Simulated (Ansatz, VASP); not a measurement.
## Si: VASP beside Ansatz

```xyz
2
Lattice="-2.3926 2.3926 1.2614 2.3926 -2.3926 1.2614 2.3926 2.3926 -1.2614" Properties=species:S:1:pos:R:3 pbc="T T T"
Si    2.3926    0.0000    0.6307
Si    0.0000    0.0000    1.2614
```

Alike in both runs: task single point; functional PBEsol; k mesh 16 × 16 × 16; occupations gaussian, width 0.1 eV; no spin polarisation.

|  | VASP | Ansatz |
| --- | --- | --- |
| version | VASP 6.6.1 | Ansatz 0.2.0 |
| potentials or method | VASP PAW PBE potentials, release 64 (Si), cutoff 520 eV | scalar-relativistic, plane waves, PAW |
| valence electrons in the cell | 8 | 8 |

|  | VASP | Ansatz | Ansatz less VASP |
| --- | --- | --- | --- |
| gap on the k mesh at the Fermi level (eV) | none | none | - |
| pressure (GPa) | 4.9 | 4.8 | -0.17 |
| traceless stress, the component that is largest in VASP (GPa) | 2.57 | 2.58 | +0.006 |

VASP's potentials were made for PBE, not for PBEsol. A gap of «none» marks a metal or a gap that the smearing closes.
